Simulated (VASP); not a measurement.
Input of a VASP 6.6.1 run:

Contents of INCAR:

```
ALGO = Normal ; EDIFF = 1E-6
ENCUT = 600 ; GGA = CA
GGA_COMPAT = False ; ISIF = 2
ISMEAR = -1 ; ISPIN = 2
LASPH = True ; LCHARG = False
LDAU = True ; LDAUJ = 0 0
LDAUL = 2 -1 ; LDAUPRINT = 1
LDAUTYPE = 2 ; LDAUU = 6.2 0
LMAXMIX = 4 ; LORBIT = 11
LREAL = False ; LWAVE = False
MAGMOM = 2 0 ; NBANDS = 19
NELM = 200 ; PREC = Accurate
SIGMA = 0.001
```

Contents of KPOINTS:

```
k-points
0
Gamma
  8 8 8
```

POSCAR

```
NiO
1.0
    0.0000000000      2.1004800000      2.1004800000
    2.1004800000      0.0000000000      2.1004800000
    2.1004800000      2.1004800000      0.0000000000
Ni O
1 1
Direct
    0.0000000000      0.0000000000      0.0000000000
    0.5000000000      0.5000000000      0.5000000000
```

Potentials or basis: VASP PAW LDA potentials, release 64 (Ni, O).

The run is started by

```console
$ cat potpaw_LDA.64/Ni/POTCAR potpaw_LDA.64/O/POTCAR > POTCAR
$ mpirun -np 1 vasp_std > vasp.out
```

Problem. What does it give for the pressure?

Solution. -19.4 GPa.

Problem. What does it give for the band gap on the k mesh?

Solution. 1.82 eV, indirect (least direct gap 2.69 eV).

Problem. Predict the net moment.

Solution. 2.00 μB per cell.

Problem. Predict the site moments.

Solution. Ni +1.78; O +0.20 μB.

Eigenvalues of the final occupation matrices:
| site | spin | trace | eigenvalues |
| --- | --- | --- | --- |
| site 1 d | 1 | 5.02 | 0.98 0.98 0.98 1.04 1.04 |
| site 1 d | 2 | 3.26 | 0.16 0.16 0.98 0.98 0.98 |

Caveat: a cell with one magnetic atom can't hold antiferromagnetic order, which such compounds often take. The state reached can hang on the start; a lower one may exist.
